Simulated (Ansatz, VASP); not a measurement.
# CaO in VASP and in Ansatz

File INCAR:

```
PREC = Accurate ; ENCUT = 600
EDIFF = 1E-6 ; ISMEAR = 0
SIGMA = 0.02 ; LREAL = False
LASPH = True ; NELM = 120
ALGO = Normal ; ISIF = 2
LWAVE = False ; LCHARG = False
GGA = PE ; NBANDS = 15
GGA_COMPAT = False
```

Contents of KPOINTS:

```
Automatic mesh
0
Gamma
  8 8 8
```

POSCAR

```
CaO
1.0
    0.0000000000      2.6849868289      2.6849868289
    2.6849868289      0.0000000000      2.6849868289
    2.6849868289      2.6849868289      0.0000000000
Ca O
1 1
Direct
    0.0000000000      0.0000000000      0.0000000000
    0.5000000000      0.5000000000      0.5000000000
```

Input for Ansatz:

```yaml
crystal:
  lattice:
    - [0.0, 2.6849868289, 2.6849868289]
    - [2.6849868289, 0.0, 2.6849868289]
    - [2.6849868289, 2.6849868289, 0.0]
  atoms:
    - { symbol: Ca, position: [0.0, 0.0, 0.0] }
    - { symbol: O, position: [0.5, 0.5, 0.5] }
basis:
  ecutwfc: 420
kpoints:
  mp_grid: { grid: [8, 8, 8] }
hamiltonian:
  xc: pbe
scf:
  occupations: { method: gaussian, width: 0.02 }
output:
  forces: true
  stress: true
  eigenvalues: true
```

Alike in both runs: task single point; functional PBE; k mesh 8 × 8 × 8; occupations gaussian, width 0.02 eV; no spin polarisation.

```csv
,VASP,Ansatz
version,VASP 6.6.1,Ansatz 0.2.0
potentials or method,"VASP PAW PBE potentials, release 64 (Ca_sv, O), cutoff 600 eV","scalar-relativistic, plane waves, PAW"
valence electrons in the cell,16,16
```

VASP gave:

| Item | Value |
| --- | --- |
| gap on the k mesh at the Fermi level (eV) | 2.51 |
| least direct gap on the mesh (eV) | 2.51 |
| pressure (GPa) | -16.8 |

Task: What did Ansatz give for the same quantities?

Result: gap on the k mesh at the Fermi level (eV): 2.51; least direct gap on the mesh (eV): 2.51; pressure (GPa): -16.9.
